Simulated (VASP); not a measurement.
Write the native input for VASP 6.6.1 that does the following.

```yaml
Task: electric field gradients
Functional: LDA
Potentials_or_basis: VASP PAW LDA potentials, release 64 (Na_pv, H)
Cutoff: 520 eV
k_mesh: 8 × 8 × 8
Occupations: fermi-dirac, width 0.03 eV
Spin: no spin polarisation
Dipole_correction: no
Further_INCAR_settings: ALGO = Normal; EDIFF = 1e-08; NBANDS = 11
```

The structure of NaH lies in POSCAR:

```
NaH
1.0
    0.0000000000      2.3864216652      2.3864216652
    2.3864216652      0.0000000000      2.3864216652
    2.3864216652      2.3864216652      0.0000000000
Na H
1 1
Direct
   -0.0750000000     -0.0750000000      0.0750000000
    0.5750000000      0.5750000000      0.4250000000
```

This cell differs from its parent crystal: shortest bond scaled by 0.7.

These files were run (other wordings do the same):

INCAR

```
SYSTEM = NaH
PREC = Accurate
ENCUT = 520
EDIFF = 1E-8
ISMEAR = -1
SIGMA = 0.03
LREAL = .False.
LASPH = .True.
NELM = 80
ALGO = Normal
ISIF = 2
LWAVE = .False.
LCHARG = .False.
GGA = CA
LEFG = .True.
NBANDS = 11
```

KPOINTS

```
Automatic mesh
0
Gamma
  8 8 8
  0 0 0
```

Potentials or basis: VASP PAW LDA potentials, release 64 (Na_pv, H).

The run is started by

```bash
$ cat potpaw_LDA.64/Na_pv/POTCAR potpaw_LDA.64/H/POTCAR > POTCAR
$ mpirun -np 1 vasp_std > vasp.out
```

It gave:

```yaml
Pressure: 5.1 GPa
Largest_force: 2.313 eV/Å
Band_gap_on_the_k_mesh: 3.28 eV, indirect (least direct gap 4.29 eV)
```

Caveat: the cell differs from its parent crystal (shortest bond scaled by 0.7); without QUAD_EFG the Cq values of the log hold for a quadrupole moment of 1 mb, not for the nuclei; forces of over 1 eV/Å act on the atoms, so gaps and moduli don't describe the material at rest.

It took 44 s on 1 thread of AMD EPYC 7R13, on a shared host, peak memory 0.11 GiB.
